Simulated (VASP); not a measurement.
A run of VASP 6.6.1:

Contents of INCAR:

```
SYSTEM = Al3Ni5
  PREC = Accurate
  ENCUT = 520
  EDIFF = 1E-6
  ISMEAR = 0
  SIGMA = 0.15
  LREAL = .False.
  LASPH = .True.
  NELM = 80
  ALGO = Fast
  ISIF = 2
  LWAVE = .False.
  LCHARG = .False.
  GGA = PS
  NBANDS = 40
```

File KPOINTS:

```
Automatic mesh
0
Gamma
  8 8 10
  0 0 0
```

Contents of POSCAR:

```
Al3Ni5
1.0
    3.2933322760     -3.6919375971      0.0000000000
    3.2933322760      3.6919375971      0.0000000000
    0.0000000000      0.0000000000      3.7203545651
Al Ni
3 5
Direct
    0.5000000000      0.5000000000     -0.1343957925
    0.7796888787      0.2203111213      0.3656042075
    0.2203111213      0.7796888787      0.3656042075
    0.0000000000      0.0000000000      0.0000000000
    0.0000000000      0.5000000000      0.0000000000
    0.5000000000      0.0000000000      0.0000000000
    0.2762373066      0.2762373066      0.5000000000
    0.7237626934      0.7237626934      0.5000000000
```

Potentials or basis: VASP PAW PBE potentials, release 64 (Al, Ni).

Launch:

```console
$ cat potpaw_PBE.64/Al/POTCAR potpaw_PBE.64/Ni/POTCAR > POTCAR
$ mpirun -np 1 vasp_std > vasp.out
```

Hardware: 1 thread of Intel(R) Xeon(R) 6975P-C (Granite Rapids), on a shared host.

Estimate the wall time of this run.

It took 4.2 min on 1 thread of Intel(R) Xeon(R) 6975P-C (Granite Rapids) (shared host), peak memory 0.44 GiB. Counts: scf iterations 17, k points 126.
